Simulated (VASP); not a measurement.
Crystal: KBr.

```
Br K
1.0
     0.00000    3.25540    3.25540
     3.25540    0.00000    3.25540
     3.25540    3.25540    0.00000
Br K
1 1
Direct
  0.50000 0.50000 0.50000
  0.00000 0.00000 0.00000
```

This cell differs from its parent crystal: volume scaled by 0.96.

Base run:

- Program: VASP 6.6.1
- Functional: PBEsol
- Potentials or basis: VASP PAW PBE potentials, release 64 (Br, K_sv)
- Cutoff: 520 eV
- k mesh: 7 × 7 × 7
- Occupations: fermi-dirac, width 0.05 eV
- Spin: no spin polarisation

Its results: band gap on the k mesh 4.38 eV, direct; pressure 0.4 GPa.

Q: The run is repeated on the same cell with these changes: functional from PBEsol to PBE; dispersion from none to D3(BJ). What comes out?

A: Band gap on the k mesh 4.55 eV, direct; pressure 0.5 GPa.

Several settings changed at once, so the effect can't be laid on one alone.

Caveats: the PAW data sets were made with another functional, which shifts forces and pressure a little (some runs).

